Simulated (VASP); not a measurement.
Wanted: the native input for a VASP 6.6.1 run.

- Task: single point
- Functional: PBEsol
- Potentials or basis: VASP PAW PBE potentials, release 64 (Si, Ni)
- Cutoff: 520 eV
- k mesh: 10 × 10 × 10
- Occupations: gaussian, width 0.15 eV
- Spin: no spin polarisation
- Dipole correction: no
- Further INCAR settings: ALGO = Fast; EDIFF = 1e-06; NBANDS = 25

The structure of SiNi3 lies in POSCAR:

```
SiNi3
1.0
    3.2648662086      0.2297081911     -0.0606449719
    0.2297081911      3.9654198557      0.1843151248
   -0.0606449719      0.1843151248      3.1321171554
Si Ni
1 3
Direct
   -0.0531477072      0.0242065863     -0.0488790216
    0.0218478281      0.4845349859      0.4877362094
    0.5517769563      0.0033892588      0.5983591838
    0.4795229228      0.4878691690     -0.0372163716
```

This cell differs from its parent crystal: atoms moved at random and the cell strained at random.

The input as run:

INCAR

```
PREC = Accurate ; ENCUT = 520
EDIFF = 1E-6 ; ISMEAR = 0
SIGMA = 0.15 ; LREAL = F
LASPH = T ; NELM = 100
ALGO = Fast ; ISIF = 2
LWAVE = F ; LCHARG = F
GGA = PS ; NBANDS = 25
```

KPOINTS

```
Automatic mesh
0
Gamma
  10 10 10
```

Potentials or basis: VASP PAW PBE potentials, release 64 (Si, Ni).

Run with:

```console
$ cat potpaw_PBE.64/Si/POTCAR potpaw_PBE.64/Ni/POTCAR > POTCAR
$ mpirun -np 1 vasp_std > vasp.out
```

It gave:

The pressure is 50.6 GPa, the largest force is 14.527 eV/Å and the band gap on the k mesh is zero (bands 17 and 18 overlap by 0.97 eV).

Caveat: the cell differs from its parent crystal (atoms moved at random and the cell strained at random); the cell stands under pressure; the PAW data sets were made with another functional, which shifts forces and pressure a little.

Run time: 11 min on 1 thread of Intel Xeon 8259CL (shared host), peak memory 0.49 GiB.
